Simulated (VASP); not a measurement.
Wanted: the native input for a VASP 6.6.1 run.

```
Task                   : single point
Functional             : r2SCAN
Potentials or basis    : VASP PAW PBE potentials, release 64 (Ba_sv, O)
Cutoff                 : 660 eV
k mesh                 : 8 × 8 × 8
Occupations            : gaussian, width 0.01 eV
Spin                   : no spin polarisation
Dipole correction      : no
Further INCAR settings : ALGO = Normal; EDIFF = 1e-06; NBANDS = 15
```

The system is BaO.

```xyz
2
Lattice="0.0000 2.7721 2.7860 2.7721 0.0000 2.7860 2.7721 2.7721 0.0000" Properties=species:S:1:pos:R:3 pbc="T T T"
Ba    0.0000    0.0000    0.0000
O     2.7721    2.7721    2.7860
```

This cell differs from its parent crystal: z stretched by +0.5 %, x and y held.

One way to write it, as run:

POSCAR

```
BaO
1.0
    0.0000000000      2.7721139118      2.7859744814
    2.7721139118      0.0000000000      2.7859744814
    2.7721139118      2.7721139118      0.0000000000
Ba O
1 1
Direct
    0.0000000000      0.0000000000      0.0000000000
    0.5000000000      0.5000000000      0.5000000000
```

INCAR.step1

```
SYSTEM = BaO
PREC = Accurate ; ENCUT = 660
ISMEAR = 0 ; SIGMA = 0.01
LREAL = .FALSE. ; LASPH = .TRUE.
NELM = 120 ; NBANDS = 15
GGA = PE ; ALGO = Normal
EDIFF = 1E-5 ; LWAVE = .TRUE.
LCHARG = .FALSE. ; GGA_COMPAT = .FALSE.
```

INCAR.step2

```
SYSTEM = BaO
PREC = Accurate ; ENCUT = 660
EDIFF = 1E-6 ; ISMEAR = 0
SIGMA = 0.01 ; LREAL = .FALSE.
LASPH = .TRUE. ; NELM = 120
ALGO = Normal ; ISIF = 2
LWAVE = .FALSE. ; LCHARG = .FALSE.
METAGGA = R2SCAN ; LMIXTAU = .TRUE.
NBANDS = 15 ; ISTART = 1
GGA_COMPAT = .FALSE.
```

KPOINTS

```
regular mesh
0
G
  8 8 8
  0 0 0
```

Potentials or basis: VASP PAW PBE potentials, release 64 (Ba_sv, O).

Launch:

```console
$ cat potpaw_PBE.64/Ba_sv/POTCAR potpaw_PBE.64/O/POTCAR > POTCAR
$ cp INCAR.step1 INCAR
$ mpirun -np 1 vasp_std > vasp.out
$ cp INCAR.step2 INCAR
$ mpirun -np 1 vasp_std > vasp.out
```

Results of the run:

| Quantity | Value |
| --- | --- |
| Pressure | 1.2 GPa |
| Band gap on the k mesh | 2.32 eV |

Caveat: the cell differs from its parent crystal (z stretched by +0.5 %, x and y held); the PAW data sets were made with another functional, which shifts forces and pressure a little; spin-orbit coupling is left out, which moves the levels of the heavy elements.

It took 5.1 min on 1 thread of Intel Xeon 8259CL, on a shared host, peak memory 0.25 GiB.
